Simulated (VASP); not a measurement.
# CdS (P6_3mc) in VASP: notebook, part 2 of 2

VASP 6.6.1. Earlier steps stand in the parts before.

## (4) Single point, r2SCAN (film at in-plane strain -0.02)

File POSCAR:

```
CdS
1.0
    4.0805182010      0.0000000000      0.0000000000
   -2.0402591005      3.5338324227      0.0000000000
    0.0000000000      0.0000000000      6.8949723213
Cd S
2 2
Direct
    0.3333333333      0.6666666667      0.0036341526
    0.6666666667      0.3333333333      0.5036341526
    0.3333333333      0.6666666667      0.3713658474
    0.6666666667      0.3333333333      0.8713658474
```

File INCAR.step1:

```
PREC     = Accurate       # precision mode
ENCUT    = 520            # plane-wave cutoff, eV
ISMEAR   = 0              # smearing method
SIGMA    = 0.01           # smearing width, eV
LREAL    = False          # projectors in reciprocal space
LASPH    = True           # aspherical terms in the spheres
NELM     = 60             # most SCF steps
NBANDS   = 26             # bands
GGA      = PE             # functional
ALGO     = Normal         # electronic algorithm
EDIFF    = 1E-4           # SCF threshold, eV
LWAVE    = True           # write WAVECAR
LCHARG   = False          # write CHGCAR
```

File INCAR.step2:

```
PREC     = Accurate       # precision mode
ENCUT    = 520            # plane-wave cutoff, eV
EDIFF    = 1E-6           # SCF threshold, eV
ISMEAR   = 0              # smearing method
SIGMA    = 0.01           # smearing width, eV
LREAL    = False          # projectors in reciprocal space
LASPH    = True           # aspherical terms in the spheres
NELM     = 60             # most SCF steps
ALGO     = Normal         # electronic algorithm
ISIF     = 2              # what is computed and relaxed
LWAVE    = False          # write WAVECAR
LCHARG   = True           # write CHGCAR
METAGGA  = R2SCAN         # meta-GGA
LMIXTAU  = True         
LELF     = True           # ELF
LVHAR    = True         
NBANDS   = 26             # bands
ISTART   = 1
```

File KPOINTS:

```
regular mesh
0
Gamma
  6 6 4
```

Potentials or basis: VASP PAW PBE potentials, release 64 (Cd, S).

The run is started by

```sh
$ cat potpaw_PBE.64/Cd/POTCAR potpaw_PBE.64/S/POTCAR > POTCAR
$ cp INCAR.step1 INCAR
$ mpirun -np 1 vasp_std > vasp.out
$ cp INCAR.step2 INCAR
$ mpirun -np 1 vasp_std > vasp.out
```

OUTCAR:

```text
PREC = Accurate
   ENCUT = 520
   EDIFF = 1E-6
   ISMEAR = 0
   LREAL = False
   LASPH = True
   NELM = 60
   ISIF = 2
   METAGGA = R2SCAN
   ISTART = 1

 ion  position               nearest neighbor table
   1  0.333  0.667  0.004-   4 2.53   4 2.53   4 2.53   3 2.54
   2  0.667  0.333  0.504-   3 2.53   3 2.53   3 2.53   4 2.54
   3  0.333  0.667  0.371-   2 2.53   2 2.53   2 2.53   1 2.54
   4  0.667  0.333  0.871-   1 2.53   1 2.53   1 2.53   2 2.54

  LATTYP: Found a hexagonal cell.
[... 803 lines left out ...]
  FORCE on cell =-STRESS in cart. coord.  units (eV):
  Direction    XX          YY          ZZ          XY          YZ          ZX
  --------------------------------------------------------------------------------------
  -------------------------------------------------------------------------------------
  Total        1.4099608      1.4099608      0.2116433      0.0000000      0.0000000      0.0000000
  in kB       22.7208109     22.7208109      3.4105252      0.0000000      0.0000000      0.0000000
  external PRESSURE =      16.2840490 kB  Pullay stress =       0.0000000 kB

 VOLUME and BASIS-vectors are now :
 -----------------------------------------------------------------------------
  energy-cutoff  :      520.00
  volume of cell :       99.42
      direct lattice vectors                 reciprocal lattice vectors
     4.080518201  0.000000000  0.000000000     0.245066913  0.141489448  0.000000000
    -2.040259101  3.533832423  0.000000000     0.000000000  0.282978897  0.000000000
     0.000000000  0.000000000  6.894972321     0.000000000  0.000000000  0.145033215

 POSITION                                       TOTAL-FORCE (eV/Angst)
 -----------------------------------------------------------------------------------
     -0.00000      2.35589      0.02506        -0.000000     -0.000000      0.004589
      2.04026      1.17794      3.47254         0.000000      0.000000      0.004589
     -0.00000      2.35589      2.56056         0.000000     -0.000000     -0.004589
      2.04026      1.17794      6.00804         0.000000     -0.000000     -0.004589
 -----------------------------------------------------------------------------------
    total drift:                               -0.000000     -0.000000      0.006733

  FREE ENERGIE OF THE ION-ELECTRON SYSTEM (eV)
  ---------------------------------------------------
  free  energy   TOTEN  =       -59.3522208864 eV

  energy  without entropy=      -59.3522208864  energy(sigma->0) =      -59.35222089
```

OUTCAR.step1:

```text
PREC = Accurate
   ENCUT = 520
   ISMEAR = 0
   LREAL = False
   LASPH = True
[... 833 lines left out ...]
     -0.00000      2.35589      0.02506         0.000000      0.000000      0.004396
      2.04026      1.17794      3.47254        -0.000000     -0.000000      0.004396
     -0.00000      2.35589      2.56056         0.000000      0.000000     -0.004396
      2.04026      1.17794      6.00804         0.000000      0.000000     -0.004396
 -----------------------------------------------------------------------------------
    total drift:                               -0.000000     -0.000000      0.001538

  FREE ENERGIE OF THE ION-ELECTRON SYSTEM (eV)
  ---------------------------------------------------
  free  energy   TOTEN  =       -12.2349503563 eV

  energy  without entropy=      -12.2349503563  energy(sigma->0) =      -12.23495036
```

It took 1.9 min on 1 thread of AMD EPYC 9R45 (Zen 5), shared host; peak memory 0.21 GiB.

What came out:

```yaml
Free_energy: -59.3522 eV
Pressure: 1.6 GPa
Largest_force: 0.005 eV/Å
Band_gap_on_the_k_mesh: 1.58 eV
```

Forces in eV/Å, atoms in the order of the input:
```
Cd   0.000  0.000  0.005
Cd   0.000  0.000  0.005
S    0.000  0.000 -0.005
S    0.000  0.000 -0.005
```

Stress tensor (GPa, compression positive):
```
2.27 0.00 0.00
0.00 2.27 0.00
0.00 0.00 0.34
```

Caveat: the cell differs from its parent crystal (film at in-plane strain -0.02); the PAW data sets were made with another functional, which shifts forces and pressure a little.

## (5) Single point, r2SCAN (in-plane strain -0.01)

File POSCAR:

```
CdS
1.0
    4.1221561418      0.0000000000      0.0000000000
   -2.0610780709      3.5698919372      0.0000000000
    0.0000000000      0.0000000000      6.8068458039
Cd S
2 2
Direct
    0.3333333333      0.6666666667     -0.0009613637
    0.6666666667      0.3333333333      0.4990386363
    0.3333333333      0.6666666667      0.3759613637
    0.6666666667      0.3333333333      0.8759613637
```

File INCAR.step1:

```
PREC = Accurate
ENCUT = 520
ISMEAR = 0
SIGMA = 0.01
LREAL = False
LASPH = True
NELM = 80
NBANDS = 26
GGA = PE
ALGO = Normal
EDIFF = 1E-4
LWAVE = True
LCHARG = False
```

File INCAR.step2:

```
PREC = Accurate
ENCUT = 520
EDIFF = 1E-6
ISMEAR = 0
SIGMA = 0.01
LREAL = False
LASPH = True
NELM = 80
ALGO = Normal
ISIF = 2
LWAVE = False
LCHARG = False
METAGGA = R2SCAN
LMIXTAU = True
NBANDS = 26
ISTART = 1
```

File KPOINTS:

```
Automatic mesh
0
Gamma
  6 6 4
```

The run is started by

```sh
$ cat potpaw_PBE.64/Cd/POTCAR potpaw_PBE.64/S/POTCAR > POTCAR
$ cp INCAR.step1 INCAR
$ mpirun -np 1 vasp_std > vasp.out
$ cp INCAR.step2 INCAR
$ mpirun -np 1 vasp_std > vasp.out
```

Run time: 2.1 min. Hardware: 1 thread of AMD EPYC 9R45 (Zen 5), shared host; peak memory 0.22 GiB.

The run converged. Its results:

- Free energy: -59.3680 eV
- Pressure: 1.2 GPa
- Largest force: 0.126 eV/Å
- Band gap on the k mesh: 1.64 eV

Forces on the atoms (eV/Å):
```
Cd   0.000  0.000  0.126
Cd   0.000  0.000  0.126
S    0.000  0.000 -0.126
S    0.000  0.000 -0.126
```

Stress tensor (GPa, compression positive):
```
1.83 0.00 0.00
0.00 1.83 0.00
0.00 0.00 0.09
```

Levels at points of the mesh, in eV from the valence-band top:
```
           k point  band 15  band 16  band 17  band 18  band 19  band 20  band 21  band 22
(0.00, 0.00, 0.00)    -0.73    -0.09     0.00     0.00     1.64     3.31     7.04     7.04
(0.50, 0.00, 0.00)    -2.67    -1.88    -1.32    -0.79     4.15     4.29     5.35     6.79
(0.00, 0.00, 0.50)    -0.37    -0.37    -0.37    -0.37     3.30     3.30     6.56     6.56
(0.50, 0.00, 0.50)    -1.39    -1.39    -1.36    -1.36     3.84     3.84     5.76     5.76
```

Caveat: the cell differs from its parent crystal (in-plane strain -0.01); the PAW data sets were made with another functional, which shifts forces and pressure a little.

## (6) Single point, r2SCAN (in-plane strain -0.01, then relaxed in part)

File POSCAR:

```
CdS
1.0
    4.1221561418      0.0000000000      0.0000000000
   -2.0610780709      3.5698919372      0.0000000000
    0.0000000000      0.0000000000      6.8308679039
Cd S
2 2
Direct
    0.3333333333      0.6666666667      0.0013474316
    0.6666666667      0.3333333333      0.5013474316
    0.3333333333      0.6666666667      0.3736525684
    0.6666666667      0.3333333333      0.8736525684
```

File INCAR.step1:

```
PREC = Accurate
ENCUT = 520
ISMEAR = 0
SIGMA = 0.01
LREAL = F
LASPH = T
NELM = 100
NBANDS = 26
GGA = PE
ALGO = Normal
EDIFF = 1E-4
LWAVE = T
LCHARG = F
```

File INCAR.step2:

```
PREC = Accurate
ENCUT = 520
EDIFF = 1E-6
ISMEAR = 0
SIGMA = 0.01
LREAL = F
LASPH = T
NELM = 100
ALGO = Normal
ISIF = 2
LWAVE = F
LCHARG = T
METAGGA = R2SCAN
LMIXTAU = T
LELF = T
LVHAR = T
NBANDS = 26
ISTART = 1
```

File KPOINTS:

```
regular mesh
0
Gamma
  6 6 4
```

Potentials or basis: VASP PAW PBE potentials, release 64 (Cd, S).

The run is started by

```sh
$ cat potpaw_PBE.64/Cd/POTCAR potpaw_PBE.64/S/POTCAR > POTCAR
$ cp INCAR.step1 INCAR
$ mpirun -np 1 vasp_std > vasp.out
$ cp INCAR.step2 INCAR
$ mpirun -np 1 vasp_std > vasp.out
```

OUTCAR:

```text
PREC = Accurate
   ENCUT = 520
   EDIFF = 1E-6
   ISMEAR = 0
   LREAL = F
   LASPH = T
   NELM = 100
   ISIF = 2
   METAGGA = R2SCAN
   ISTART = 1

 ion  position               nearest neighbor table
   1  0.333  0.667  0.001-   4 2.53   4 2.53   4 2.53   3 2.54
   2  0.667  0.333  0.501-   3 2.53   3 2.53   3 2.53   4 2.54
   3  0.333  0.667  0.374-   2 2.53   2 2.53   2 2.53   1 2.54
   4  0.667  0.333  0.874-   1 2.53   1 2.53   1 2.53   2 2.54

  LATTYP: Found a hexagonal cell.
 ALAT       =     4.1221561418
 C/A-ratio  =     1.6571104221

  Lattice vectors:

 A1 = (   4.1221561418,   0.0000000000,   0.0000000000)
 A2 = (  -2.0610780709,   3.5698919372,   0.0000000000)
 A3 = (   0.0000000000,   0.0000000000,   6.8308679039)

Analysis of symmetry for initial positions (statically):
=====================================================================
 Subroutine PRICEL returns:
 Original cell was already a primitive cell.

 Routine SETGRP: Setting up the symmetry group for a
 hexagonal supercell.

 Subroutine GETGRP returns: Found 12 space group operations
 (whereof  6 operations were pure point group operations)
 out of a pool of 24 trial point group operations.

The static configuration has the point symmetry C_3v.
 The point group associated with its full space group is C_6v.

Analysis of symmetry for dynamics (positions and initial velocities):
=====================================================================
 Subroutine PRICEL returns:
 Original cell was already a primitive cell.

 Routine SETGRP: Setting up the symmetry group for a
 hexagonal supercell.

 Subroutine GETGRP returns: Found 12 space group operations
 (whereof  6 operations were pure point group operations)
 out of a pool of 24 trial point group operations.

The dynamic configuration has the point symmetry C_3v.
 The point group associated with its full space group is C_6v.

 Subroutine INISYM returns: Found 12 space group operations
 (whereof  6 operations are pure point group operations),
 and found     1 'primitive' translations

----------------------------------------------------------------------------------------

                                     Primitive cell

  volume of cell :     100.5207

  direct lattice vectors                    reciprocal lattice vectors
     4.122156142  0.000000000  0.000000000     0.242591490  0.140060262  0.000000000
    -2.061078071  3.569891937  0.000000000     0.000000000  0.280120524  0.000000000
     0.000000000  0.000000000  6.830867904     0.000000000  0.000000000  0.146394282

  length of vectors
     4.122156142  4.122156142  6.830867904     0.280120524  0.280120524  0.146394282

  position of ions in fractional coordinates (direct lattice)
     0.333333333  0.666666667  0.001347432
     0.666666667  0.333333333  0.501347432
     0.333333333  0.666666667  0.373652568
     0.666666667  0.333333333  0.873652568

  ion indices of the primitive-cell ions
   primitive index   ion index
                 1           1
                 2           2
                 3           3
                 4           4

----------------------------------------------------------------------------------------

 KPOINTS: regular mesh

Automatic generation of k-mesh.
 Grid dimensions read from file:
 generate k-points for:    6    6    4

 Generating k-lattice:

  Cartesian coordinates                     Fractional coordinates (reciprocal lattice)
     0.040431915  0.023343377  0.000000000     0.166666667 -0.000000000  0.000000000
     0.000000000  0.046686754  0.000000000     0.000000000  0.166666667  0.000000000
     0.000000000  0.000000000  0.036598570     0.000000000  0.000000000  0.250000000

  Length of vectors
     0.046686754  0.046686754  0.036598570

  Shift w.r.t. Gamma in fractional coordinates (k-lattice)
     0.000000000  0.000000000  0.000000000

 Subroutine IBZKPT returns following result:
 ===========================================

 Found     21 irreducible k-points:

 Following reciprocal coordinates:
            Coordinates               Weight
  0.000000  0.000000  0.000000      1.000000
  0.166667  0.000000  0.000000      6.000000
  0.333333 -0.000000  0.000000      6.000000
  0.500000 -0.000000  0.000000      3.000000
  0.166667  0.166667  0.000000      6.000000
  0.333333  0.166667  0.000000     12.000000
[... 13 lines left out ...]
  0.333333  0.166667  0.500000     12.000000
  0.333333  0.333333  0.500000      2.000000
   k-points           NKPTS =     21   k-points in BZ     NKDIM =     21   number of bands    NBANDS=     26
   number of dos      NEDOS =    301   number of ions     NIONS =      4
   total plane-waves  NPLWV =  55296
   dimension x,y,z NGX =    32 NGY =   32 NGZ =   54
   dimension x,y,z NGXF=    64 NGYF=   64 NGZF=  108
   ions per type =               2   2
   NGX,Y,Z   is equivalent  to a cutoff of  12.91, 12.91, 13.14 a.u.
   NGXF,Y,Z  is equivalent  to a cutoff of  25.81, 25.81, 26.28 a.u.
 SYSTEM =  unknown system
   PREC   = accura    normal or accurate (medium, high low for compatibility)
   ISTART =      1    job   : 0-new  1-cont  2-samecut
   ICHARG =      0    charge: 1-file 2-atom 10-const
   ISPIN  =      1    spin polarized calculation?
   LNONCOLLINEAR =      F non collinear calculations
   LSORBIT =      F    spin-orbit coupling
   LASPH  =      T    aspherical Exc in radial PAW
   ENCUT  =  520.0 eV  38.22 Ry    6.18 a.u.   7.66  7.66 12.70*2*pi/ulx,y,z
   NELM   =    100;   NELMIN=  2; NELMDL=  0     # of ELM steps
   EDIFF  = 0.1E-05   stopping-criterion for ELM
   LREAL  =      F    real-space projection
   EDIFFG = 0.1E-04   stopping-criterion for IOM
   NSW    =      0    number of steps for IOM
   IBRION =     -1    ionic relax: 0-MD 1-quasi-New 2-CG
   NFREE  =      0    steps in history (QN), initial steepest desc. (CG)
   ISIF   =      2    stress and relaxation
   ISYM   =      2    0-nonsym 1-usesym 2-fastsym
   POTIM  = 0.5000    time-step for ionic-motion
   TEBEG  =    0.0;   TEEND  =   0.0 temperature during run
   PSTRESS=    0.0 pullay stress
   NELECT =      36.0000    total number of electrons
   NUPDOWN=      -1.0000    fix difference up-down
   EMIN   =  10.00;   EMAX   =-10.00  energy-range for DOS
   EFERMI =   0.00;   METHOD = LEGACY
   ISMEAR =     0;   SIGMA  =   0.01  broadening in eV -4-tet -1-fermi 0-gaus
   EFERMI_NEDOS =   21; number of points for ismear=-14 and -15
   IALGO  =     38    algorithm
   IMIX   =      4    mixing-type and parameters
     AMIX     =   0.40;   BMIX     =  1.00
     AMIX_MAG =   1.60;   BMIX_MAG =  1.00
  volume/ion in A,a.u.               =      25.13       169.59
  Fermi-wavevector in a.u.,A,eV,Ry     =   1.162583  2.196963 18.389615  1.351599
  Thomas-Fermi vector in A             =   2.299142
   LORBIT       =      0    0 simple, 1 ext, 2 COOP (PROOUT), +10 PAW based schemes
   METAGGA = R2SCAN    functional components
   LHFCALC =     F    Hartree Fock is set to
   AEXX    =    0.0000 exact exchange contribution
   IVDW    =     0    specifies the selected vdW correction
   LEPSILON=     F    determine dielectric tensor
   LRPA    =     F    only Hartree local field effects (RPA)
 non-spin polarized calculation
 Gauss-broadening in eV      SIGMA  =   0.01
  energy-cutoff  :      520.00
  volume of cell :      100.52
 maximum number of plane-waves:      2738
 NGX is ok and might be reduce to    32
   NGX = 15   NGY = 15   NGZ = 25

 number of electron      35.9999996 magnetization

 Free energy of the ion-electron system (eV)
  ---------------------------------------------------
  ext. energy  EPLUGINS =         0.00000000
  ---------------------------------------------------
  free energy    TOTEN  =       -59.37257383 eV

  energy without entropy =      -59.37257383  energy(sigma->0) =      -59.37257383

 E-fermi :   1.0610     XC(G=0):  -9.6643

 val. band max:        0.9621123585   @ k =   0.0000   0.0000   0.0000
 cond. band min:       2.5728264579   @ k =   0.0000   0.0000   0.0000
 fundamental gap:      1.6107140994
 Fermi energy:         1.0610405975

 k-point     1 :       0.0000    0.0000    0.0000
  band No.  band energies     occupation
      1     -11.8579      2.00000
      2     -11.4449      2.00000
      3      -6.9736      2.00000
      4      -6.9537      2.00000
      5      -6.9537      2.00000
      6      -6.8641      2.00000
[... 598 lines left out ...]
     25      10.7134      0.00000
     26      10.7134      0.00000

------------------------ aborting loop because EDIFF is reached ----------------------------------------

  FORCE on cell =-STRESS in cart. coord.  units (eV):
  Direction    XX          YY          ZZ          XY          YZ          ZX
  --------------------------------------------------------------------------------------
  -------------------------------------------------------------------------------------
  Total        0.8065641      0.8065641      0.2035841      0.0000000     -0.0000000      0.0000000
  in kB       12.8556506     12.8556506      3.2448824      0.0000000     -0.0000000      0.0000000
  external PRESSURE =       9.6520612 kB  Pullay stress =       0.0000000 kB

 VOLUME and BASIS-vectors are now :
 -----------------------------------------------------------------------------
  energy-cutoff  :      520.00
  volume of cell :      100.52
      direct lattice vectors                 reciprocal lattice vectors
     4.122156142  0.000000000  0.000000000     0.242591490  0.140060262  0.000000000
    -2.061078071  3.569891937  0.000000000     0.000000000  0.280120524  0.000000000
     0.000000000  0.000000000  6.830867904     0.000000000  0.000000000  0.146394282

 POSITION                                       TOTAL-FORCE (eV/Angst)
 -----------------------------------------------------------------------------------
     -0.00000      2.37993      0.00920        -0.000000      0.000000      0.002786
      2.06108      1.18996      3.42464         0.000000      0.000000      0.002786
     -0.00000      2.37993      2.55237        -0.000000      0.000000     -0.002786
      2.06108      1.18996      5.96781         0.000000      0.000000     -0.002786
 -----------------------------------------------------------------------------------
    total drift:                               -0.000000     -0.000000      0.004091

  FREE ENERGIE OF THE ION-ELECTRON SYSTEM (eV)
  ---------------------------------------------------
  free  energy   TOTEN  =       -59.3725738279 eV

  energy  without entropy=      -59.3725738279  energy(sigma->0) =      -59.37257383
```

It took 2.3 min on 1 thread of AMD EPYC 9R45 (Zen 5), shared host; peak memory 0.22 GiB.

What came out:

```yaml
Free_energy: -59.3726 eV
Pressure: 1.0 GPa
Band_gap_on_the_k_mesh: 1.61 eV
```

Forces in eV/Å, atoms in the order of the input:
```
Cd   0.000  0.000  0.003
Cd   0.000  0.000  0.003
S    0.000  0.000 -0.003
S    0.000  0.000 -0.003
```

Stress tensor (GPa, compression positive):
```
1.29 0.00 0.00
0.00 1.29 0.00
0.00 0.00 0.32
```

Caveat: the cell differs from its parent crystal (in-plane strain -0.01, then relaxed in part); the PAW data sets were made with another functional, which shifts forces and pressure a little.

## (7) Summary

```csv
cell,gap on the mesh (eV),pressure (GPa),largest force (eV/Å)
"a = 4.081, b = 4.081, c = 6.847 Å, angles 90.0, 90.0, 120.0°, 4 atoms, atomic positions A",1.64,2.3,0.26
"a = 4.081, b = 4.081, c = 6.895 Å, angles 90.0, 90.0, 120.0°, 4 atoms, atomic positions B",1.58,1.6,-
"a = 4.122, b = 4.122, c = 6.807 Å, angles 90.0, 90.0, 120.0°, 4 atoms, atomic positions A",1.64,1.2,0.13
"a = 4.122, b = 4.122, c = 6.831 Å, angles 90.0, 90.0, 120.0°, 4 atoms, atomic positions C",1.61,1.0,-
```

Alike in all rows: task single point; level r2SCAN; potentials or basis VASP PAW PBE potentials, release 64 (Cd, S); no spin polarisation; k mesh 6 × 6 × 4; cutoff (eV) 520; smearing gaussian 0.01 eV.

Caveats: the PAW data sets were made with another functional, which shifts forces and pressure a little.

Absolute energies hang on the potentials; compare differences alone.
